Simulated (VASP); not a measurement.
# Pb (Im-3m) in VASP: further runs

Pb is run at these levels: PBEsol; tasks: single point.

Everything below comes from runs of VASP 6.6.1. Logs are shortened: lines on timing, memory, paths and dates and some standing lists are left out, and cuts for length are marked.

## 1. The cell of the first run

It takes space group Im-3m (No. 229, cubic). Conventional cell: a = 3.895 Å, b = 3.895 Å, c = 3.895 Å, α = 90.00°, β = 90.00°, γ = 90.00°. Pb (site symmetry m-3m) has 14 Pb at 3.37 to 3.90 Å within 4.4 Å.

## 2. Single point, PBEsol

INCAR reads:

```
SYSTEM = Pb
PREC = Accurate
ENCUT = 500
EDIFF = 1E-6
ISMEAR = 1
SIGMA = 0.05
LREAL = .False.
LASPH = .True.
NELM = 120
ALGO = Normal
ISIF = 2
LWAVE = .False.
LCHARG = .True.
GGA = PS
LELF = .True.
LVHAR = .True.
NBANDS = 13
GGA_COMPAT = .False.
```

KPOINTS reads:

```
regular mesh
0
Gamma
  7 7 7
  0 0 0
```

POSCAR reads:

```
Pb
1.0
    1.9475542068      1.9475542068      1.9475542068
   -1.9475542068      1.9475542068      1.9475542068
   -1.9475542068     -1.9475542068      1.9475542068
Pb
1
Direct
    0.0000000000      0.0000000000      0.0000000000
```

Potentials or basis: VASP PAW PBE potentials, release 64 (Pb_d).

Run with:

```sh
$ cat potpaw_PBE.64/Pb_d/POTCAR > POTCAR
$ mpirun -np 1 vasp_std > vasp.out
```

OUTCAR:

```text
SYSTEM = Pb
   PREC = Accurate
   ENCUT = 500
   EDIFF = 1E-6
   ISMEAR = 1
   LREAL = .False.
   LASPH = .True.
   NELM = 120
   ISIF = 2
   GGA = PS

 ion  position               nearest neighbor table
   1  0.000  0.000  0.000-

  LATTYP: Found a body centered cubic cell.
 ALAT       =     3.8951084136

  Lattice vectors:

 A1 = (   1.9475542068,  -1.9475542068,  -1.9475542068)
 A2 = (   1.9475542068,   1.9475542068,   1.9475542068)
 A3 = (  -1.9475542068,  -1.9475542068,   1.9475542068)

Analysis of symmetry for initial positions (statically):
=====================================================================
 Subroutine PRICEL returns:
 Original cell was already a primitive cell.

 Routine SETGRP: Setting up the symmetry group for a
 body centered cubic supercell.

 Subroutine GETGRP returns: Found 48 space group operations
 (whereof 48 operations were pure point group operations)
 out of a pool of 48 trial point group operations.

The static configuration has the point symmetry O_h .

Analysis of symmetry for dynamics (positions and initial velocities):
=====================================================================
 Subroutine PRICEL returns:
 Original cell was already a primitive cell.

 Routine SETGRP: Setting up the symmetry group for a
 body centered cubic supercell.

 Subroutine GETGRP returns: Found 48 space group operations
 (whereof 48 operations were pure point group operations)
 out of a pool of 48 trial point group operations.

The dynamic configuration has the point symmetry O_h .

 Subroutine INISYM returns: Found 48 space group operations
 (whereof 48 operations are pure point group operations),
 and found     1 'primitive' translations

----------------------------------------------------------------------------------------

                                     Primitive cell

  volume of cell :      29.5480

  direct lattice vectors                    reciprocal lattice vectors
     1.947554207  1.947554207  1.947554207     0.256732264  0.000000000  0.256732264
    -1.947554207  1.947554207  1.947554207    -0.256732264  0.256732264  0.000000000
    -1.947554207 -1.947554207  1.947554207     0.000000000 -0.256732264  0.256732264

  length of vectors
     3.373262837  3.373262837  3.373262837     0.363074249  0.363074249  0.363074249

  position of ions in fractional coordinates (direct lattice)
     0.000000000  0.000000000  0.000000000

  ion indices of the primitive-cell ions
   primitive index   ion index
                 1           1

----------------------------------------------------------------------------------------

 KPOINTS: regular mesh

Automatic generation of k-mesh.
 Grid dimensions read from file:
 generate k-points for:    7    7    7

 Generating k-lattice:

  Cartesian coordinates                     Fractional coordinates (reciprocal lattice)
     0.036676038  0.000000000  0.036676038     0.142857143  0.000000000  0.000000000
    -0.036676038  0.036676038  0.000000000     0.000000000  0.142857143  0.000000000
     0.000000000 -0.036676038  0.036676038     0.000000000  0.000000000  0.142857143

  Length of vectors
     0.051867750  0.051867750  0.051867750

  Shift w.r.t. Gamma in fractional coordinates (k-lattice)
     0.000000000  0.000000000  0.000000000

 Subroutine IBZKPT returns following result:
 ===========================================

 Found     20 irreducible k-points:

 Following reciprocal coordinates:
            Coordinates               Weight
  0.000000  0.000000  0.000000      1.000000
  0.142857  0.000000  0.000000     12.000000
  0.285714  0.000000  0.000000     12.000000
  0.428571  0.000000  0.000000     12.000000
  0.285714  0.142857  0.000000     24.000000
  0.428571  0.142857  0.000000     48.000000
[... 12 lines left out ...]
 -0.428571  0.428571  0.285714      8.000000
  0.428571  0.428571  0.428571      6.000000
   k-points           NKPTS =     20   k-points in BZ     NKDIM =     20   number of bands    NBANDS=     13
   number of dos      NEDOS =    301   number of ions     NIONS =      1
   total plane-waves  NPLWV =  21952
   dimension x,y,z NGX =    28 NGY =   28 NGZ =   28
   dimension x,y,z NGXF=    56 NGYF=   56 NGZF=   56
   ions per type =               1
   NGX,Y,Z   is equivalent  to a cutoff of  13.80, 13.80, 13.80 a.u.
   NGXF,Y,Z  is equivalent  to a cutoff of  27.60, 27.60, 27.60 a.u.
 SYSTEM =  Pb
   PREC   = accura    normal or accurate (medium, high low for compatibility)
   ISTART =      0    job   : 0-new  1-cont  2-samecut
   ICHARG =      2    charge: 1-file 2-atom 10-const
   ISPIN  =      1    spin polarized calculation?
   LNONCOLLINEAR =      F non collinear calculations
   LSORBIT =      F    spin-orbit coupling
   LASPH  =      T    aspherical Exc in radial PAW
   ENCUT  =  500.0 eV  36.75 Ry    6.06 a.u.   6.15  6.15  6.15*2*pi/ulx,y,z
   NELM   =    120;   NELMIN=  2; NELMDL= -5     # of ELM steps
   EDIFF  = 0.1E-05   stopping-criterion for ELM
   LREAL  =      F    real-space projection
   EDIFFG = 0.1E-04   stopping-criterion for IOM
   NSW    =      0    number of steps for IOM
   IBRION =     -1    ionic relax: 0-MD 1-quasi-New 2-CG
   NFREE  =      0    steps in history (QN), initial steepest desc. (CG)
   ISIF   =      2    stress and relaxation
   ISYM   =      2    0-nonsym 1-usesym 2-fastsym
   POTIM  = 0.5000    time-step for ionic-motion
   TEBEG  =    0.0;   TEEND  =   0.0 temperature during run
   PSTRESS=    0.0 pullay stress
   NELECT =      14.0000    total number of electrons
   NUPDOWN=      -1.0000    fix difference up-down
   EMIN   =  10.00;   EMAX   =-10.00  energy-range for DOS
   EFERMI =   0.00;   METHOD = LEGACY
   ISMEAR =     1;   SIGMA  =   0.05  broadening in eV -4-tet -1-fermi 0-gaus
   EFERMI_NEDOS =   21; number of points for ismear=-14 and -15
   IALGO  =     38    algorithm
   IMIX   =      4    mixing-type and parameters
     AMIX     =   0.40;   BMIX     =  1.00
     AMIX_MAG =   1.60;   BMIX_MAG =  1.00
  volume/ion in A,a.u.               =      29.55       199.40
  Fermi-wavevector in a.u.,A,eV,Ry     =   1.276266  2.411794 22.161926  1.628856
  Thomas-Fermi vector in A             =   2.408932
   LORBIT       =      0    0 simple, 1 ext, 2 COOP (PROOUT), +10 PAW based schemes
   GGA     = PS    functional components
   LHFCALC =     F    Hartree Fock is set to
   AEXX    =    0.0000 exact exchange contribution
   IVDW    =     0    specifies the selected vdW correction
   LEPSILON=     F    determine dielectric tensor
   LRPA    =     F    only Hartree local field effects (RPA)
 non-spin polarized calculation
 Methfessel and Paxton  Order N= 1 SIGMA  =   0.05
  energy-cutoff  :      500.00
  volume of cell :       29.55
 maximum number of plane-waves:       767
 NGX is ok and might be reduce to    28
   NGX = 13   NGY = 13   NGZ = 13

 number of electron      14.0000001 magnetization

 Free energy of the ion-electron system (eV)
  ---------------------------------------------------
  ext. energy  EPLUGINS =         0.00000000
  ---------------------------------------------------
  free energy    TOTEN  =        -3.99005458 eV

  energy without entropy =       -3.98969370  energy(sigma->0) =       -3.98993429

 E-fermi :   7.4858     XC(G=0): -10.4698

 val. band max:        7.4702453097   @ k =   0.2857   0.0000   0.0000
 cond. band min:       7.7492675487   @ k =   0.2857   0.1429   0.1429
 fundamental gap:      0.2790222389
 Fermi energy:         7.4858224587

 k-point     1 :       0.0000    0.0000    0.0000
  band No.  band energies     occupation
      1      -9.6829      2.00000
      2      -9.6829      2.00000
      3      -9.6829      2.00000
      4      -9.4234      2.00000
      5      -9.4234      2.00000
      6      -4.5577      2.00000
      7      15.2666      0.00000
      8      15.2666      0.00000
      9      15.2666      0.00000
     10      18.5412      0.00000
     11      18.5412      0.00000
     12      18.5412      0.00000
     13      19.6604      0.00000

 k-point     2 :       0.1429    0.0000    0.0000
  band No.  band energies     occupation
      1      -9.7006      2.00000
      2      -9.6641      2.00000
      3      -9.6067      2.00000
      4      -9.4417      2.00000
      5      -9.4249      2.00000
      6      -4.1300      2.00000
      7      11.9581      0.00000
      8      14.0332      0.00000
      9      14.6702      0.00000
     10      16.9908      0.00000
     11      17.8108      0.00000
     12      18.4656      0.00000
     13      20.9141      0.00000

 k-point     3 :       0.2857    0.0000    0.0000
  band No.  band energies     occupation
      1      -9.7402      2.00000
      2      -9.6547      2.00000
      3      -9.4592      2.00000
      4      -9.4304      2.00000
      5      -9.4280      2.00000
      6      -2.8575      2.00000
      7       7.4702      1.50000
      8      12.1918      0.00000
      9      13.4897      0.00000
     10      15.7453      0.00000
     11      16.9634      0.00000
     12      19.5066      0.00000
     13      21.4863      0.00000

 k-point     4 :       0.4286    0.0000    0.0000
  band No.  band energies     occupation
      1      -9.7717      2.00000
      2      -9.6838      2.00000
      3      -9.4435      2.00000
      4      -9.4300      2.00000
      5      -9.2834      2.00000
      6      -1.0144      2.00000
      7       3.9171      2.00000
      8      11.0790      0.00000
      9      12.7267      0.00000
     10      15.1779      0.00000
     11      16.5270      0.00000
     12      21.1893      0.00000
     13      22.0744      0.00000

 k-point     5 :       0.2857    0.1429    0.0000
  band No.  band energies     occupation
      1      -9.7075      2.00000
      2      -9.6577      2.00000
      3      -9.4913      2.00000
      4      -9.4636      2.00000
      5      -9.4275      2.00000
      6      -3.2777      2.00000
      7       9.1328      0.00000
      8      11.4869      0.00000
      9      13.3489      0.00000
     10      17.3360      0.00000
     11      17.5901      0.00000
     12      19.3958      0.00000
     13      21.4701      0.00000
[... 193 lines left out ...]
 k-point    18 :       0.4286    0.2857    0.2857
  band No.  band energies     occupation
      1      -9.6696      2.00000
      2      -9.6162      2.00000
      3      -9.4906      2.00000
      4      -9.4137      2.00000
      5      -9.3093      2.00000
      6       0.3900      2.00000
      7       5.5777      2.00000
      8       8.2616     -0.00000
      9       9.1423      0.00000
     10      13.6483      0.00000
     11      16.2197      0.00000
     12      21.3572      0.00000
     13      21.5289      0.00000

 k-point    19 :      -0.4286    0.4286    0.2857
  band No.  band energies     occupation
      1      -9.6801      2.00000
      2      -9.6801      2.00000
      3      -9.4600      2.00000
      4      -9.3206      2.00000
      5      -9.3206      2.00000
      6       1.2517      2.00000
      7       6.1112      2.00000
      8       6.1112      2.00000
      9       9.6088      0.00000
     10      13.8884      0.00000
     11      13.8884      0.00000
     12      21.0438      0.00000
     13      24.6100      0.00000

 k-point    20 :       0.4286    0.4286    0.4286
  band No.  band energies     occupation
      1      -9.7320      2.00000
      2      -9.7158      2.00000
      3      -9.3282      2.00000
      4      -9.3282      2.00000
      5      -9.3203      2.00000
      6       1.7617      2.00000
      7       6.8624      2.00000
      8       7.2488      2.00000
      9       7.2488      2.00000
     10      12.1389      0.00000
     11      13.2340      0.00000
     12      23.6646      0.00000
     13      25.8392      0.00000

------------------------ aborting loop because EDIFF is reached ----------------------------------------

  FORCE on cell =-STRESS in cart. coord.  units (eV):
  Direction    XX          YY          ZZ          XY          YZ          ZX
  --------------------------------------------------------------------------------------
  -------------------------------------------------------------------------------------
  Total       -0.0161809     -0.0161809     -0.0161809     -0.0000000     -0.0000000     -0.0000000
  in kB       -0.8773740     -0.8773740     -0.8773740     -0.0000000     -0.0000000     -0.0000000
  external PRESSURE =      -0.8773740 kB  Pullay stress =       0.0000000 kB

 VOLUME and BASIS-vectors are now :
 -----------------------------------------------------------------------------
  energy-cutoff  :      500.00
  volume of cell :       29.55
      direct lattice vectors                 reciprocal lattice vectors
     1.947554207  1.947554207  1.947554207     0.256732264  0.000000000  0.256732264
    -1.947554207  1.947554207  1.947554207    -0.256732264  0.256732264  0.000000000
    -1.947554207 -1.947554207  1.947554207     0.000000000 -0.256732264  0.256732264

 POSITION                                       TOTAL-FORCE (eV/Angst)
 -----------------------------------------------------------------------------------
      0.00000      0.00000      0.00000         0.000000     -0.000000     -0.000000
 -----------------------------------------------------------------------------------
    total drift:                                0.000000      0.000000      0.000000

  FREE ENERGIE OF THE ION-ELECTRON SYSTEM (eV)
  ---------------------------------------------------
  free  energy   TOTEN  =        -3.9900545841 eV

  energy  without entropy=       -3.9896936970  energy(sigma->0) =       -3.98993429
```

Run time: 7.9 s. Hardware: 1 thread of AMD EPYC 7R43 (Zen 3), shared host; peak memory 0.12 GiB.

What came out:

```yaml
Free_energy: -3.9901 eV
Pressure: -0.1 GPa
Band_gap_on_the_k_mesh: zero (band 7 reaches 15.27 eV, above the bottom of band 8 at 5.62 eV)
```

Caveat: the PAW data sets were made with another functional, which shifts forces and pressure a little; spin-orbit coupling is left out, which moves the levels of the heavy elements.

## 3. Single point, PBEsol

This run uses another cell than the first one, of 28.96 Å³/atom, 0.980 times its volume.

INCAR reads:

```
PREC = Accurate ; ENCUT = 500
EDIFF = 1E-6 ; ISMEAR = 1
SIGMA = 0.05 ; LREAL = F
LASPH = T ; NELM = 120
ALGO = Normal ; ISIF = 2
LWAVE = F ; LCHARG = T
GGA = PS ; LELF = T
LVHAR = T ; NBANDS = 13
GGA_COMPAT = F
```

KPOINTS reads:

```
Automatic mesh
0
Gamma
  7 7 7
```

POSCAR reads:

```
Pb
1.0
    1.9344829794      1.9344829794      1.9344829794
   -1.9344829794      1.9344829794      1.9344829794
   -1.9344829794     -1.9344829794      1.9344829794
Pb
1
Direct
    0.0000000000      0.0000000000      0.0000000000
```

Potentials or basis: VASP PAW PBE potentials, release 64 (Pb_d).

Run with:

```sh
$ cat potpaw_PBE.64/Pb_d/POTCAR > POTCAR
$ mpirun -np 1 vasp_std > vasp.out
```

Wall time 6.4 s (1 thread of AMD EPYC 7R43 (Zen 3), shared host); peak memory 0.1 GiB.

Results (log left out):

```
Free energy            : -3.9881 eV
Pressure               : 1.0 GPa
Band gap on the k mesh : zero (band 7 reaches 15.69 eV, above the bottom of band 8 at 5.81 eV)
```

Levels at points of the mesh, in eV from the Fermi level:
| k point | band 5 | band 6 | band 7 | band 8 | band 9 | band 10 |
| --- | --- | --- | --- | --- | --- | --- |
| (0.00, 0.00, 0.00) | -16.94 | -12.21 | 7.94 | 7.94 | 7.94 | 11.06 |

Caveat: the PAW data sets were made with another functional, which shifts forces and pressure a little; spin-orbit coupling is left out, which moves the levels of the heavy elements.

## 4. Single point, PBEsol

This run uses another cell than the first one, of 30.14 Å³/atom, 1.020 times its volume.

INCAR reads:

```
SYSTEM = Pb
PREC = Accurate ; ENCUT = 500
EDIFF = 1E-6 ; ISMEAR = 1
SIGMA = 0.05 ; LREAL = .FALSE.
LASPH = .TRUE. ; NELM = 120
ALGO = Normal ; ISIF = 2
LWAVE = .FALSE. ; LCHARG = .FALSE.
GGA = PS ; NBANDS = 13
GGA_COMPAT = .FALSE.
```

KPOINTS reads:

```
regular mesh
0
G
  7 7 7
  0 0 0
```

POSCAR reads:

```
Pb
1.0
    1.9604522927      1.9604522927      1.9604522927
   -1.9604522927      1.9604522927      1.9604522927
   -1.9604522927     -1.9604522927      1.9604522927
Pb
1
Direct
    0.0000000000      0.0000000000      0.0000000000
```

Run with:

```sh
$ cat potpaw_PBE.64/Pb_d/POTCAR > POTCAR
$ mpirun -np 1 vasp_std > vasp.out
```

Run time: 8.4 s. Hardware: 1 thread of AMD EPYC 7R43 (Zen 3), shared host; peak memory 0.1 GiB.

The run converged. Its results:

```yaml
Free_energy: -3.9883 eV
Pressure: -1.1 GPa
Band_gap_on_the_k_mesh: zero (band 7 reaches 14.86 eV, above the bottom of band 8 at 5.45 eV)
```

Levels at points of the mesh, in eV from the Fermi level:
```csv
k point,band 4,band 5,band 6,band 7,band 8,band 9,band 10,band 11
"(0.00, 0.00, 0.00)",-16.88,-16.88,-11.88,7.63,7.63,7.63,11.05,11.05
```

Caveat: the PAW data sets were made with another functional, which shifts forces and pressure a little; spin-orbit coupling is left out, which moves the levels of the heavy elements.

## 5. Summary

```csv
cell,gap on the mesh (eV),pressure (GPa)
"a = 3.373 Å, angles 70.5, 109.5, 70.5°, 1 atom",none,-0.1
"a = 3.351 Å, angles 70.5, 109.5, 70.5°, 1 atom",none,1.0
"a = 3.396 Å, angles 70.5, 109.5, 70.5°, 1 atom",none,-1.1
```

Alike in all rows: task single point; level PBEsol; potentials or basis VASP PAW PBE potentials, release 64 (Pb_d); no spin polarisation; k mesh 7 × 7 × 7; cutoff (eV) 500; smearing methfessel-paxton 0.05 eV.

Caveats: the PAW data sets were made with another functional, which shifts forces and pressure a little; spin-orbit coupling is left out, which moves the levels of the heavy elements.

Total energies depend on the potentials used, so only differences within one code and one set of settings carry meaning.
